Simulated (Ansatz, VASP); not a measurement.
## MgS: VASP beside Ansatz

The input POSCAR:

```
MgS
1.0
    0.0000000000      2.8308768389      2.7850166341
    2.8308768389      0.0000000000      2.7850166341
    2.8308768389      2.8308768389      0.0000000000
Mg S
1 1
Direct
    0.0000000000      0.0000000000      0.0000000000
    0.2500000000      0.2500000000      0.2500000000
```

File INCAR.step1:

```
ALGO = Normal
EDIFF = 1E-4
ENCUT = 520
GGA = PE
ISMEAR = 0
LASPH = T
LCHARG = F
LREAL = F
LWAVE = T
NBANDS = 11
NELM = 100
PREC = Accurate
SIGMA = 0.01
```

Contents of INCAR.step2:

```
ALGO = Normal
EDIFF = 1E-6
ENCUT = 520
ISIF = 2
ISMEAR = 0
ISTART = 1
LASPH = T
LCHARG = T
LELF = T
LMIXTAU = T
LREAL = F
LVHAR = T
LWAVE = F
METAGGA = R2SCAN
NBANDS = 11
NELM = 100
PREC = Accurate
SIGMA = 0.01
```

File KPOINTS:

```
k-points
0
Gamma
  8 8 8
```

Input for Ansatz:

```yaml
crystal:
  lattice:
    - [0.0, 2.8308768389, 2.7850166341]
    - [2.8308768389, 0.0, 2.7850166341]
    - [2.8308768389, 2.8308768389, 0.0]
  atoms:
    - { symbol: Mg, position: [0.0, 0.0, 0.0] }
    - { symbol: S, position: [0.25, 0.25, 0.25] }
kpoints:
  mp_grid: { grid: [8, 8, 8] }
  band_path:
    path:
      - [0.0, 0.0, 0.0]
      - [-0.5, -0.5, 0.0]
      - [-0.375, -0.375, 0.25]
      - [-0.375, 0.0, 0.375]
      - [0.0, 0.0, 0.5]
      - [-0.5, -0.25, 0.25]
    npoints: 1
hamiltonian:
  xc: r2scan
scf:
  occupations: { method: fixed }
  n_extra_bands: 4
output:
  forces: true
  stress: true
  eigenvalues: true
```

Change from the starting cell: uniaxial_z strain -1.6%.

Alike in both runs: task single point; functional r2SCAN; k mesh 8 × 8 × 8; no spin polarisation.

|  | VASP | Ansatz |
| --- | --- | --- |
| version | VASP 6.6.1 | Ansatz 0.2.0 |
| potentials or method | VASP PAW PBE potentials, release 64 (Mg, S) | plane waves, PAW |
| plane-wave cutoff (eV) | 520 | 500 |
| occupations | gaussian, width 0.01 eV | fixed |
| valence electrons in the cell | 8 | 16 |

Ansatz gave:

* gap on the k mesh at the Fermi level (eV): 4.20
* pressure (GPa): 1.0
* traceless stress, the component that is largest in VASP (GPa): 0.22

Question: Which values does VASP return?

Answer: gap on the k mesh at the Fermi level (eV): 4.19; pressure (GPa): 0.7; traceless stress, the component that is largest in VASP (GPa): 0.23.

VASP's potentials were made for PBE, not for r2SCAN. VASP's potentials hold 8 valence electrons a cell and Ansatz's 16, so a difference there can come from the potentials and not from the codes.
